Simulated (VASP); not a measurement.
# CoBr (Pm-3m) in VASP: a series of runs, part 2 of 2

VASP 6.6.1. Earlier steps stand in the parts before.

**3. Relaxation of cell and atoms, PBE, collinear spin, ferromagnetic start**

This run uses another cell than the first one, of 20.37 Å³/atom, 1.193 times its volume.

File INCAR:

```
ALGO = Normal
EDIFF = 1E-6
EDIFFG = -0.04
ENCUT = 600
GGA = PE
IBRION = 2
ISIF = 3
ISMEAR = 0
ISPIN = 2
LASPH = True
LCHARG = False
LMAXMIX = 4
LORBIT = 11
LREAL = False
LWAVE = False
MAGMOM = 2.18 0.13
NELM = 150
NSW = 90
PREC = Accurate
SIGMA = 0.1
```

File KPOINTS:

```
k-points
0
Gamma
  6 6 6
```

File POSCAR:

```
CoBr
1.0
    3.4411223721      0.0000000000      0.0000000000
    0.0000000000      3.4411223721      0.0000000000
    0.0000000000      0.0000000000      3.4411223721
Co Br
1 1
Direct
    0.0000000000      0.0000000000      0.0000000000
    0.5000000000      0.5000000000      0.5000000000
```

Potentials or basis: VASP PAW PBE potentials, release 64 (Co, Br).

Launch:

```console
> cat potpaw_PBE.64/Co/POTCAR potpaw_PBE.64/Br/POTCAR > POTCAR
> mpirun -np 1 vasp_std > vasp.out
```

OUTCAR:

```text
EDIFF = 1E-6
   EDIFFG = -0.04
   ENCUT = 600
   GGA = PE
   IBRION = 2
   ISIF = 3
   ISMEAR = 0
   ISPIN = 2
   LASPH = True
   LORBIT = 11
   LREAL = False
   NELM = 150
   NSW = 90
   PREC = Accurate

 ion  position               nearest neighbor table
   1  0.000  0.000  0.000-
   2  0.500  0.500  0.500-

  LATTYP: Found a simple cubic cell.
 ALAT       =     3.4411223721

  Lattice vectors:

 A1 = (   3.4411223721,   0.0000000000,   0.0000000000)
 A2 = (   0.0000000000,   3.4411223721,   0.0000000000)
 A3 = (   0.0000000000,   0.0000000000,   3.4411223721)

Analysis of symmetry for initial positions (statically):
=====================================================================
 Subroutine PRICEL returns:
 Original cell was already a primitive cell.

 Routine SETGRP: Setting up the symmetry group for a
[... 980 lines left out ...]
  ---------------------------------------------------
  free energy    TOTEN  =        -7.24265624 eV

  energy without entropy =       -7.23129702  energy(sigma->0) =       -7.23697663

 E-fermi :   7.2404     XC(G=0): -11.1317

 val. band max:        7.2296574931   @ k =   0.5000   0.0000   0.0000
 cond. band min:       7.2525775988   @ k =   0.5000   0.3333   0.0000
 fundamental gap:      0.0229201057
 Fermi energy:         7.2404446858

 spin component 1

 k-point     1 :       0.0000    0.0000    0.0000
  band No.  band energies     occupation
      1     -10.6068      1.00000
      2       3.9186      1.00000
      3       3.9186      1.00000
      4       3.9186      1.00000
      5       4.3211      1.00000
      6       4.3211      1.00000
      7       5.2603      1.00000
      8       5.2603      1.00000
      9       5.2603      1.00000
     10       6.6915      1.00000
     11      13.5611      0.00000
[... 656 lines left out ...]
  FREE ENERGIE OF THE ION-ELECTRON SYSTEM (eV)
  ---------------------------------------------------
  free  energy   TOTEN  =        -7.2426562437 eV

  energy  without entropy=       -7.2312970222  energy(sigma->0) =       -7.23697663

 reached required accuracy - stopping structural energy minimisation

 total charge

# of ion       s       p       d       tot
------------------------------------------
    1        0.229   0.191   7.358   7.778
    2        1.638   3.140   0.068   4.846
--------------------------------------------------
tot          1.867   3.331   7.426  12.624

 magnetization (x)

# of ion       s       p       d       tot
------------------------------------------
    1       -0.017  -0.005   1.921   1.899
    2        0.008   0.175  -0.013   0.170
--------------------------------------------------
tot         -0.009   0.170   1.908   2.069
```

OSZICAR:

```text
N       E                     dE             d eps       ncg     rms          rms(c)
DAV:   1     0.952524422471E+02    0.95252E+02   -0.74164E+03  1040   0.131E+03
DAV:   2     0.284846781888E+00   -0.94968E+02   -0.86550E+02  1100   0.247E+02
[... 60 lines left out ...]
DAV:   3    -0.724323936077E+01    0.11572E-01   -0.38638E-02  1090   0.435E+00    0.283E-01
DAV:   4    -0.724285837430E+01    0.38099E-03   -0.28507E-03  1088   0.361E-01    0.212E-01
DAV:   5    -0.724271332918E+01    0.14505E-03   -0.15249E-04  1248   0.238E-01    0.120E-01
DAV:   6    -0.724267264437E+01    0.40685E-04   -0.34158E-05  1512   0.704E-02    0.743E-02
DAV:   7    -0.724265656522E+01    0.16079E-04   -0.22206E-05  1538   0.590E-02    0.149E-02
DAV:   8    -0.724265624368E+01    0.32154E-06   -0.14208E-06   715   0.138E-02
   5 F= -.72426562E+01 E0= -.72369766E+01  d E =-.144601E+00  mag=     2.0093
```

CONTCAR:

```text
CoBr
   1.00000000000000
     3.2454482388569525    0.0000000000000000   -0.0000000000000000
     0.0000000000000000    3.2454482388569525   -0.0000000000000000
     0.0000000000000000    0.0000000000000000    3.2454482388569525
  Co              Br
     1     1
Direct
     0.0000000000000000    0.0000000000000000    0.0000000000000000
     0.5000000000000000    0.5000000000000000    0.5000000000000000

  0.00000000E+00  0.00000000E+00  0.00000000E+00
  0.00000000E+00  0.00000000E+00  0.00000000E+00
```

Run time: 89 s. Hardware: 1 thread of Intel Xeon 6975P-C, shared host; peak memory 0.19 GiB.

What came out:

```
Free energy                                           : -7.2427 eV
Relaxed volume                                        : 17.09 Å³/atom
Relaxed cell                                          : a = 3.245 Å, b = 3.245 Å, c = 3.245 Å, α = 90.00°, β = 90.00°, γ = 90.00°
Space group after relaxing (to 0.05 Å)                : Pm-3m (No. 221)
Energy gained by relaxing                             : 72.3 meV/atom
Ionic steps                                           : 5
Pressure after relaxing                               : 0.0 GPa
Band gap on the k mesh                                : zero (filled and empty bands overlap)
Net moment                                            : 2.01 μB per cell
Site moments                                          : Co +1.90; Br +0.17 μB
Valence electrons inside the program's atomic spheres : Co 7.78; Br 4.85
```

The path:
```tsv
step	energy change (eV)	largest force (eV/Å)	pressure (GPa)	volume (Å³)
1	0.0000	0.0000	-5.78	40.75
2	-0.1146	0.0000	-3.84	36.56
3	-0.0641	0.0000	8.57	30.93
4	-0.1439	0.0000	-0.66	34.54
5	-0.1446	0.0000	-0.02	34.18
```

Final structure:
```
CELL_PARAMETERS angstrom
3.24545 0.00000 0.00000
0.00000 3.24545 0.00000
0.00000 0.00000 3.24545
ATOMIC_POSITIONS crystal
Co 0.00000 0.00000 0.00000
Br 0.50000 0.50000 0.50000
```

Caveat: the volume moved by over 15 % at a fixed basis, so the end points are rough; semilocal functionals often make such compounds metallic where correlation or magnetic order opens a gap, which also shifts bond lengths.
